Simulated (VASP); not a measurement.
# Au in VASP: a series of runs

Runs on Au. Level: PBE. Tasks: single point, relaxation of shape and atoms at fixed volume.

All numbers are computed with VASP 6.6.1; they aren't measurements. Logs are shortened: lines on timing, memory, paths and dates and some standing lists are left out, and cuts for length are marked.

## Step 1: The cell of the first run

The structure is hexagonal, space group P6_3/mmc (No. 194). Conventional cell: a = 2.934 Å, b = 2.934 Å, c = 4.929 Å, α = 90.00°, β = 90.00°, γ = 120.00°. Au (site symmetry -6m2) has 12 Au at 2.93 to 2.99 Å within 3.9 Å.

This isn't the form of Au at room conditions, which is fcc.

## Step 2: Single point, PBE (18.37 Å³/atom)

INCAR reads:

```
  ALGO = Fast
  EDIFF = 1E-6
  ENCUT = 520
  GGA = PE
  ISIF = 2
  ISMEAR = -1
  LASPH = True
  LCHARG = False
  LREAL = False
  LWAVE = False
  NBANDS = 18
  NELM = 60
  PREC = Accurate
  SIGMA = 0.15
```

KPOINTS reads:

```
k-points
0
Gamma
  16 16 10
```

POSCAR reads:

```
Au
1.0
    1.4668583749     -2.5407656149      0.0000000000
    1.4668583749      2.5407656149      0.0000000000
    0.0000000000      0.0000000000      4.9288084707
Au
2
Direct
    0.6666600301      0.3333399699      0.2500000000
    0.3333399699      0.6666600301      0.7500000000
```

Potentials or basis: VASP PAW PBE potentials, release 64 (Au).

Command:

```bash
> cat potpaw_PBE.64/Au/POTCAR > POTCAR
> mpirun -np 1 vasp_std > vasp.out
```

OUTCAR:

```text
EDIFF = 1E-6
   ENCUT = 520
   GGA = PE
   ISIF = 2
   ISMEAR = -1
   LASPH = True
   LREAL = False
   NELM = 60
   PREC = Accurate

 ion  position               nearest neighbor table
   1  0.667  0.333  0.250-   2 2.99   2 2.99   2 2.99   2 2.99   2 2.99   2 2.99
   2  0.333  0.667  0.750-   1 2.99   1 2.99   1 2.99   1 2.99   1 2.99   1 2.99

  LATTYP: Found a base centered orthorhombic cell.
 ALAT       =     2.9337167498
 B/A-ratio  =     1.7321137871
 C/A-ratio  =     1.6800560146

  Lattice vectors:

 A1 = (   1.4668583749,  -2.5407656149,   0.0000000000)
 A2 = (   1.4668583749,   2.5407656149,   0.0000000000)
 A3 = (   0.0000000000,   0.0000000000,   4.9288084707)

Analysis of symmetry for initial positions (statically):
=====================================================================
 Subroutine PRICEL returns:
 Original cell was already a primitive cell.

 Routine SETGRP: Setting up the symmetry group for a
 base centered orthorhombic supercell.

 Subroutine GETGRP returns: Found  8 space group operations
 (whereof  4 operations were pure point group operations)
 out of a pool of  8 trial point group operations.

The static configuration has the point symmetry C_2h.
 The point group associated with its full space group is D_2h.

Analysis of symmetry for dynamics (positions and initial velocities):
=====================================================================
 Subroutine PRICEL returns:
 Original cell was already a primitive cell.

 Routine SETGRP: Setting up the symmetry group for a
 base centered orthorhombic supercell.

 Subroutine GETGRP returns: Found  8 space group operations
 (whereof  4 operations were pure point group operations)
 out of a pool of  8 trial point group operations.

The dynamic configuration has the point symmetry C_2h.
 The point group associated with its full space group is D_2h.

 Subroutine INISYM returns: Found  8 space group operations
 (whereof  4 operations are pure point group operations),
 and found     1 'primitive' translations

----------------------------------------------------------------------------------------

                                     Primitive cell

  volume of cell :      36.7388

  direct lattice vectors                    reciprocal lattice vectors
     1.466858375 -2.540765615  0.000000000     0.340864536 -0.196791076  0.000000000
     1.466858375  2.540765615  0.000000000     0.340864536  0.196791076  0.000000000
     0.000000000  0.000000000  4.928808471     0.000000000  0.000000000  0.202888793

  length of vectors
     2.933796755  2.933796755  4.928808471     0.393592886  0.393592886  0.202888793

  position of ions in fractional coordinates (direct lattice)
     0.666660030  0.333339970  0.250000000
     0.333339970  0.666660030  0.750000000

  ion indices of the primitive-cell ions
   primitive index   ion index
                 1           1
                 2           2

----------------------------------------------------------------------------------------

 KPOINTS: k-points

Automatic generation of k-mesh.
 Grid dimensions read from file:
 generate k-points for:   16   16   10

 Generating k-lattice:

  Cartesian coordinates                     Fractional coordinates (reciprocal lattice)
     0.021304034 -0.012299442  0.000000000     0.062500000  0.000000000  0.000000000
     0.021304034  0.012299442  0.000000000     0.000000000  0.062500000  0.000000000
     0.000000000  0.000000000  0.020288879     0.000000000  0.000000000  0.100000000

  Length of vectors
     0.024599555  0.024599555  0.020288879

  Shift w.r.t. Gamma in fractional coordinates (k-lattice)
     0.000000000  0.000000000  0.000000000

 Subroutine IBZKPT returns following result:
 ===========================================

 Found    438 irreducible k-points:

 Following reciprocal coordinates:
            Coordinates               Weight
  0.000000  0.000000  0.000000      1.000000
  0.062500  0.000000  0.000000      4.000000
  0.125000  0.000000  0.000000      4.000000
  0.187500  0.000000  0.000000      4.000000
  0.250000  0.000000  0.000000      4.000000
  0.312500 -0.000000  0.000000      4.000000
[... 16 lines left out ...]
 -0.125000  0.062500  0.000000      4.000000
 -0.062500  0.062500  0.000000      2.000000
 [... further k-points ...]
   k-points           NKPTS =    438   k-points in BZ     NKDIM =    438   number of bands    NBANDS=     18
   number of dos      NEDOS =    301   number of ions     NIONS =      2
   total plane-waves  NPLWV =  23040
   dimension x,y,z NGX =    24 NGY =   24 NGZ =   40
   dimension x,y,z NGXF=    48 NGYF=   48 NGZF=   80
   ions per type =               2
   NGX,Y,Z   is equivalent  to a cutoff of  13.60, 13.60, 13.49 a.u.
   NGXF,Y,Z  is equivalent  to a cutoff of  27.20, 27.20, 26.98 a.u.
 SYSTEM =  unknown system
   PREC   = accura    normal or accurate (medium, high low for compatibility)
   ISTART =      0    job   : 0-new  1-cont  2-samecut
   ICHARG =      2    charge: 1-file 2-atom 10-const
   ISPIN  =      1    spin polarized calculation?
   LNONCOLLINEAR =      F non collinear calculations
   LSORBIT =      F    spin-orbit coupling
   LASPH  =      T    aspherical Exc in radial PAW
   ENCUT  =  520.0 eV  38.22 Ry    6.18 a.u.   5.45  5.45  9.16*2*pi/ulx,y,z
   NELM   =     60;   NELMIN=  2; NELMDL= -5     # of ELM steps
   EDIFF  = 0.1E-05   stopping-criterion for ELM
   LREAL  =      F    real-space projection
   EDIFFG = 0.1E-04   stopping-criterion for IOM
   NSW    =      0    number of steps for IOM
   IBRION =     -1    ionic relax: 0-MD 1-quasi-New 2-CG
   NFREE  =      0    steps in history (QN), initial steepest desc. (CG)
   ISIF   =      2    stress and relaxation
   ISYM   =      2    0-nonsym 1-usesym 2-fastsym
   POTIM  = 0.5000    time-step for ionic-motion
   TEBEG  =    0.0;   TEEND  =   0.0 temperature during run
   PSTRESS=    0.0 pullay stress
   NELECT =      22.0000    total number of electrons
   NUPDOWN=      -1.0000    fix difference up-down
   EMIN   =  10.00;   EMAX   =-10.00  energy-range for DOS
   EFERMI =   0.00;   METHOD = LEGACY
   ISMEAR =    -1;   SIGMA  =   0.15  broadening in eV -4-tet -1-fermi 0-gaus
   EFERMI_NEDOS =   21; number of points for ismear=-14 and -15
   IALGO  =     68    algorithm
   IMIX   =      4    mixing-type and parameters
     AMIX     =   0.40;   BMIX     =  1.00
     AMIX_MAG =   1.60;   BMIX_MAG =  1.00
  volume/ion in A,a.u.               =      18.37       123.96
  Fermi-wavevector in a.u.,A,eV,Ry     =   1.379878  2.607592 25.906369  1.904064
  Thomas-Fermi vector in A             =   2.504807
   LORBIT       =      0    0 simple, 1 ext, 2 COOP (PROOUT), +10 PAW based schemes
   GGA     = PE    functional components
   LHFCALC =     F    Hartree Fock is set to
   AEXX    =    0.0000 exact exchange contribution
   IVDW    =     0    specifies the selected vdW correction
   LEPSILON=     F    determine dielectric tensor
   LRPA    =     F    only Hartree local field effects (RPA)
 non-spin polarized calculation
 RMM-DIIS sequential band-by-band and
  energy-cutoff  :      520.00
  volume of cell :       36.74
 maximum number of plane-waves:      1026
 NGX is ok and might be reduce to    24
   NGX = 11   NGY = 11   NGZ = 19

 number of electron      21.9999998 magnetization

 Free energy of the ion-electron system (eV)
  ---------------------------------------------------
  ext. energy  EPLUGINS =         0.00000000
  ---------------------------------------------------
  free energy    TOTEN  =        -6.44356142 eV

  energy without entropy =       -6.39572468  energy(sigma->0) =       -6.41964305

 E-fermi :   8.2571     XC(G=0): -12.2703

 val. band max:        8.1790133224   @ k =   0.4375   0.0000   0.5000
 cond. band min:       8.2848445398   @ k =   0.5000   0.4375   0.2000
 fundamental gap:      0.1058312175
 Fermi energy:         8.2571180469

 k-point     1 :       0.0000    0.0000    0.0000
  band No.  band energies     occupation
      1      -0.8167      2.00000
      2       1.5279      2.00000
      3       3.8033      2.00000
      4       4.0551      2.00000
      5       4.0556      2.00000
      6       4.3257      2.00000
[... 10 lines left out ...]
     17      26.0272      0.00000
     18      26.0284      0.00000

 k-point     2 :       0.0625    0.0000    0.0000
  band No.  band energies     occupation
      1      -0.7003      2.00000
      2       1.6229      2.00000
      3       3.7666      2.00000
      4       4.0853      2.00000
      5       4.1292      2.00000
      6       4.2874      2.00000
[... 10 lines left out ...]
     17      25.3732      0.00000
     18      25.7336      0.00000

 k-point     3 :       0.1250    0.0000    0.0000
  band No.  band energies     occupation
      1      -0.3602      2.00000
      2       1.8847      2.00000
      3       3.6538      2.00000
      4       4.1219      2.00000
      5       4.2719      2.00000
      6       4.3457      2.00000
[... 10 lines left out ...]
     17      24.4861      0.00000
     18      26.1124      0.00000

 k-point     4 :       0.1875    0.0000    0.0000
  band No.  band energies     occupation
      1       0.1710      2.00000
      2       2.2182      2.00000
      3       3.5478      2.00000
      4       3.9964      2.00000
      5       4.0540      2.00000
      6       4.5160      2.00000
[... 375 lines left out ...]
      4       4.0770      2.00000
      5       4.2896      2.00000
      6       4.3273      2.00000
[... 10 lines left out ...]
     17      24.9587      0.00000
     18      25.3802      0.00000

 k-point    23 :      -0.1250    0.0625    0.0000
  band No.  band energies     occupation
      1      -0.4718      2.00000
      2       1.8030      2.00000
      3       3.6850      2.00000
      4       4.1537      2.00000
      5       4.2126      2.00000
      6       4.2813      2.00000
[... 10 lines left out ...]
     17      24.9466      0.00000
     18      25.8744      0.00000

 k-point    24 :      -0.0625    0.0625    0.0000
  band No.  band energies     occupation
      1      -0.7003      2.00000
      2       1.6229      2.00000
      3       3.7666      2.00000
      4       4.0850      2.00000
      5       4.1296      2.00000
      6       4.2871      2.00000
[... 10 lines left out ...]
     17      25.3740      0.00000
     18      25.7332      0.00000

 [... further k-points ...]

------------------------ aborting loop because EDIFF is reached ----------------------------------------

  FORCE on cell =-STRESS in cart. coord.  units (eV):
  Direction    XX          YY          ZZ          XY          YZ          ZX
  --------------------------------------------------------------------------------------
  -------------------------------------------------------------------------------------
  Total       -0.6152353     -0.6154120     -0.6195087      0.0000000      0.0000000      0.0000000
  in kB      -26.8303973    -26.8381013    -27.0167608      0.0000000      0.0000000      0.0000000
  external PRESSURE =     -26.8950864 kB  Pullay stress =       0.0000000 kB

 VOLUME and BASIS-vectors are now :
 -----------------------------------------------------------------------------
  energy-cutoff  :      520.00
  volume of cell :       36.74
      direct lattice vectors                 reciprocal lattice vectors
     1.466858375 -2.540765615  0.000000000     0.340864536 -0.196791076  0.000000000
     1.466858375  2.540765615  0.000000000     0.340864536  0.196791076  0.000000000
     0.000000000  0.000000000  4.928808471     0.000000000  0.000000000  0.202888793

 POSITION                                       TOTAL-FORCE (eV/Angst)
 -----------------------------------------------------------------------------------
      1.46686     -0.84689      1.23220         0.000000     -0.000010      0.000000
      1.46686      0.84689      3.69661         0.000000      0.000010     -0.000000
 -----------------------------------------------------------------------------------
    total drift:                               -0.000000     -0.000000     -0.000000

  FREE ENERGIE OF THE ION-ELECTRON SYSTEM (eV)
  ---------------------------------------------------
  free  energy   TOTEN  =        -6.4435614163 eV

  energy  without entropy=       -6.3957246802  energy(sigma->0) =       -6.41964305
```

Run time: 84 s. Hardware: 1 thread of Intel Xeon 6975P-C (Granite Rapids), shared host; peak memory 0.34 GiB.

Results:

```
Free energy            : -6.4436 eV
Pressure               : -2.7 GPa
Band gap on the k mesh : zero (bands 11 and 12 overlap by 6.02 eV)
```

Caveat: spin-orbit coupling is left out, which moves the levels of the heavy elements.

(Part 1 of 2 ends here.)

The gap in the log of VASP goes by the Fermi energy; the results here count the filled bands.